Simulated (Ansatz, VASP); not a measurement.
# Cd7S in VASP and in Ansatz

The input INCAR:

```
ALGO     = Normal         # electronic algorithm
EDIFF    = 1E-7           # SCF threshold, eV
EDIFFG   = -0.01          # ionic threshold
ENCUT    = 600            # plane-wave cutoff, eV
GGA      = PE             # functional
IBRION   = 2              # ionic algorithm
ISIF     = 3              # what is computed and relaxed
ISMEAR   = 0              # smearing method
LASPH    = T              # aspherical terms in the spheres
LCHARG   = F              # write CHGCAR
LREAL    = F              # projectors in reciprocal space
LWAVE    = F              # write WAVECAR
NELM     = 80             # most SCF steps
NSW      = 100            # ionic steps
PREC     = Accurate       # precision mode
SIGMA    = 0.1            # smearing width, eV
```

Contents of KPOINTS:

```
k-points
0
Gamma
  6 6 6
```

File POSCAR:

```
Cd7S
1.0
   -3.6082591713      3.6082591713      3.6082591713
    3.6082591713     -3.6082591713      3.6082591713
    3.6082591713      3.6082591713     -3.6082591713
Cd S
7 1
Direct
    0.0000000000      0.5000000000      0.5000000000
    0.5000000000      0.0000000000      0.5000000000
    0.5000000000      0.5000000000      0.0000000000
    0.4305562818      0.4305562818      0.4305562818
    0.0000000000      0.0000000000      0.5694437182
    0.0000000000      0.5694437182      0.0000000000
    0.5694437182      0.0000000000      0.0000000000
    0.0000000000      0.0000000000      0.0000000000
```

Input for Ansatz:

```yaml
crystal:
  lattice:
    - [-3.6082591713, 3.6082591713, 3.6082591713]
    - [3.6082591713, -3.6082591713, 3.6082591713]
    - [3.6082591713, 3.6082591713, -3.6082591713]
  atoms:
    - { symbol: Cd, position: [0.0, 0.5, 0.5] }
    - { symbol: Cd, position: [0.5, 0.0, 0.5] }
    - { symbol: Cd, position: [0.5, 0.5, 0.0] }
    - { symbol: Cd, position: [0.4305562818, 0.4305562818, 0.4305562818] }
    - { symbol: Cd, position: [0.0, 0.0, 0.5694437182] }
    - { symbol: Cd, position: [0.0, 0.5694437182, 0.0] }
    - { symbol: Cd, position: [0.5694437182, 0.0, 0.0] }
    - { symbol: S, position: [0.0, 0.0, 0.0] }
basis:
  ecutwfc: 420
kpoints:
  mp_grid: { grid: [6, 6, 6] }
hamiltonian:
  xc: pbe
scf:
  occupations: { method: gaussian, width: 0.1 }
output:
  forces: true
  stress: true
  eigenvalues: true
relax:
  adjacent_minimum: "off"
  f_tol: 0.01
  max_steps: 80
  cell: { stress_tol: 0.05 }
```

Alike in both runs: task relaxation of cell and atoms; functional PBE; k mesh 6 × 6 × 6; occupations gaussian, width 0.1 eV; no spin polarisation.

|  | VASP | Ansatz |
| --- | --- | --- |
| version | VASP 6.6.1 | Ansatz 0.2.0 |
| potentials or method | VASP PAW PBE potentials, release 64 (Cd, S), cutoff 600 eV | scalar-relativistic, plane waves, PAW |
| valence electrons in the cell | 90 | 146 |

Ansatz gave:

* gap on the k mesh at the Fermi level, each at its own relaxed structure (eV): none
* relaxed volume (Å³/atom): 23.64
* relaxed length of the cell vector where the two differ most in proportion (Å): 6.263

Task: What did VASP give for the same quantities?

Result: gap on the k mesh at the Fermi level, each at its own relaxed structure (eV): none; relaxed volume (Å³/atom): 23.70; relaxed length of the cell vector where the two differ most in proportion (Å): 6.268.

A gap of «none» marks a metal or a gap that the smearing closes. VASP's potentials hold 90 valence electrons a cell and Ansatz's 146, so a difference there can come from the potentials and not from the codes.
